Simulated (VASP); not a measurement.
AlN:

```xyz
2
Lattice="0.0000 1.9780 1.9780 1.9780 0.0000 1.9780 1.9780 1.9780 0.0000" Properties=species:S:1:pos:R:3 pbc="T T T"
Al    0.0000    0.0000    0.0000
N     1.9780    1.9780    1.9780
```

Base run:

| Property | Result |
| --- | --- |
| Program | VASP 6.6.1 |
| Functional | PBE |
| Dispersion | D3(BJ) |
| Potentials or basis | VASP PAW PBE potentials, release 64 (Al, N) |
| Cutoff | 600 eV |
| k mesh | 10 × 10 × 10 |
| Occupations | gaussian, width 0.05 eV |
| Spin | no spin polarisation |

Its results: band gap on the k mesh 5.19 eV, indirect (least direct gap 6.66 eV); pressure 17.3 GPa.

The run is repeated on the same cell with these changes: functional from PBE to PBEsol; cutoff from 600 eV to 520 eV. What comes out?

Band gap on the k mesh 5.01 eV, indirect (least direct gap 6.64 eV); pressure 13.6 GPa.

PBEsol binds more tightly than PBE, so the same cell stands under less pressure.

Caveats: the PAW data sets were made with another functional, which shifts forces and pressure a little (some runs).

A k mesh can miss the band edges.
